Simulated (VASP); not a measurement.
The system is Pb.

```
Pb
1.0
     0.00000    2.50759    2.50759
     2.50759    0.00000    2.50759
     2.50759    2.50759    0.00000
Pb
1
Direct
  0.00000 0.00000 0.00000
```

Base run:

| Item | Value |
| --- | --- |
| Program | VASP 6.6.1 |
| Functional | r2SCAN |
| Dispersion | D3(BJ) |
| Potentials or basis | VASP PAW PBE potentials, release 64 (Pb_d) |
| Cutoff | 520 eV |
| k mesh | 9 × 9 × 9 |
| Occupations | fermi-dirac, width 0.05 eV |
| Spin | no spin polarisation |

Its results: band gap on the k mesh zero (band 7 reaches 14.20 eV, above the bottom of band 8 at 5.23 eV); pressure -1.7 GPa.

After a change of settings the same cell gave: band gap on the k mesh zero (band 7 reaches 14.07 eV, above the bottom of band 8 at 5.48 eV); pressure -2.2 GPa. Which change was it?
A. functional from r2SCAN to revPBE
B. dispersion from D3(BJ) to D4; further incar settings from ALGO = Normal; EDIFF = 1e-06; NBANDS = 13 to ALGO = Normal; EDIFF = 1e-07; NBANDS = 13
C. functional from r2SCAN to PBE; dispersion from D3(BJ) to none
D. functional from r2SCAN to BLYP; further incar settings from ALGO = Normal; EDIFF = 1e-06; NBANDS = 13 to ALGO = Fast; EDIFF = 1e-07; NBANDS = 13

A.

Caveats: the PAW data sets were made with another functional, which shifts forces and pressure a little; spin-orbit coupling is left out, which moves the levels of the heavy elements; pairwise dispersion overbinds metals, which lowers pressure and volume.
